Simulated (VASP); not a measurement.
Set up this calculation in VASP 6.6.1, as the native input.

- Task: single point
- Functional: PBE
- Potentials or basis: VASP PAW PBE potentials, release 64 (Zn, S)
- Cutoff: 500 eV
- k mesh: 3 × 3 × 3
- Occupations: gaussian, width 0.01 eV
- Spin: no spin polarisation
- Dipole correction: no
- Further INCAR settings: ALGO = Normal; EDIFF = 1e-06; NBANDS = 16

The structure of ZnS lies in POSCAR:

```
ZnS
1.0
    0.0000000000      2.7400896076      2.7400896076
    2.7400896076      0.0000000000      2.7400896076
    2.7400896076      2.7400896076      0.0000000000
Zn S
1 1
Direct
    0.0000000000      0.0000000000      0.0000000000
    0.2500000000      0.2500000000      0.2500000000
```

One way to write it, as run:

INCAR

```
SYSTEM = ZnS
PREC = Accurate
ENCUT = 500
EDIFF = 1E-6
ISMEAR = 0
SIGMA = 0.01
LREAL = .FALSE.
LASPH = .TRUE.
NELM = 120
ALGO = Normal
ISIF = 2
LWAVE = .FALSE.
LCHARG = .TRUE.
GGA = PE
LELF = .TRUE.
LVHAR = .TRUE.
NBANDS = 16
GGA_COMPAT = .FALSE.
```

KPOINTS

```
Automatic mesh
0
G
  3 3 3
  0 0 0
```

Potentials or basis: VASP PAW PBE potentials, release 64 (Zn, S).

The run is started by

```console
$ cat potpaw_PBE.64/Zn/POTCAR potpaw_PBE.64/S/POTCAR > POTCAR
$ mpirun -np 1 vasp_std > vasp.out
```

It gave:

| Item | Value |
| --- | --- |
| Pressure | -0.1 GPa |
| Band gap on the k mesh | 1.90 eV, direct |

Caveat: the k points lie up to 0.66 Å⁻¹ apart.

It took 13 s on 1 thread of Intel Xeon 8259CL, with other jobs on the host, peak memory 0.15 GiB.
